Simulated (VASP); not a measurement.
Input of a VASP 6.6.1 run:

The input INCAR:

```
SYSTEM = Zr
ALGO = Normal
EDIFF = 1E-6
EDIFFG = -0.005
ENCUT = 600
GGA = PE
IBRION = 2
ISIF = 3
ISMEAR = -1
LASPH = .TRUE.
LCHARG = .FALSE.
LREAL = .FALSE.
LWAVE = .FALSE.
NELM = 60
NSW = 32
PREC = Accurate
PSTRESS = 18.0
SIGMA = 0.05
```

File KPOINTS:

```
k-points
0
G
  11 11 11
  0 0 0
```

File POSCAR:

```
Zr
1.0
    0.0000000000      3.0908578306      3.0908578306
    3.0908578306      0.0000000000      3.0908578306
    3.0908578306      3.0908578306      0.0000000000
Zr
2
Direct
   -0.1250000000     -0.1250000000     -0.1250000000
    0.1250000000      0.1250000000      0.1250000000
```

Potentials or basis: VASP PAW PBE potentials, release 64 (Zr_sv).

The run is started by

```sh
$ cat potpaw_PBE.64/Zr_sv/POTCAR > POTCAR
$ mpirun -np 1 vasp_std > vasp.out
```

Question: Predict the band gap on the k mesh.

Answer: Zero (bands 12 and 13 overlap by 0.20 eV).

Question: What does it give for the relaxed volume?

Answer: 29.63 Å³/atom.

Question: What does it give for the space group after relaxing (to 0.1 Å)?

Answer: Fd-3m (No. 227).

Step by step:
| step | energy change (eV) | largest force (eV/Å) | pressure (GPa) | volume (Å³) |
| --- | --- | --- | --- | --- |
| 1 | 0.0000 | 0.0000 | 1.93 | 59.06 |
| 2 | -0.0023 | 0.0000 | 1.78 | 59.26 |

Caveat: the cell is relaxed towards a set pressure, so the run minimises the enthalpy, not the energy.
